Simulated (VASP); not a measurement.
Crystal: NiMoIrPdW.

```xyz
5
Lattice="4.1170 0.0000 0.0000 -2.0585 3.5655 0.0000 0.0000 0.0000 5.4458" Properties=species:S:1:pos:R:3 pbc="T T T"
Ni    0.0000    0.0000    5.2157
Mo    2.0585    1.1885    5.2367
Pd    2.0585    1.1885    2.5211
Ir    0.0000    2.3770    3.9521
W     0.0000    2.3770    1.2875
```

Program: VASP 6.6.1. Alike in all runs: task single point; cell as given; cutoff (eV) 520; smearing fermi-dirac 0.05 eV.

**Question.** Order these runs on this cell by their pressure, lowest first.
A. level LDA; potentials or basis VASP PAW LDA potentials, release 64 (Ni, Mo_sv, Pd, Ir, W_sv); spin collinear, ferromagnetic start; k mesh 6 × 6 × 4
B. level PBE; potentials or basis VASP PAW PBE potentials, release 64 (Ni, Mo_sv, Pd, Ir, W_sv); spin non-collinear, typed start, SOC; k mesh 5 × 5 × 3
C. level BLYP; potentials or basis VASP PAW PBE potentials, release 64 (Ni, Mo_sv, Pd, Ir, W_sv); spin collinear, ferromagnetic start; k mesh 6 × 6 × 4

**Answer.** A (-12.0 GPa), B (0.7 GPa), C (10.7 GPa).

Caveats: some runs use coarse meshes; the cell stands under tension (at least some runs); the cell stands under pressure (at least some runs); the PAW data sets were made with another functional, which shifts forces and pressure a little (at least some runs).
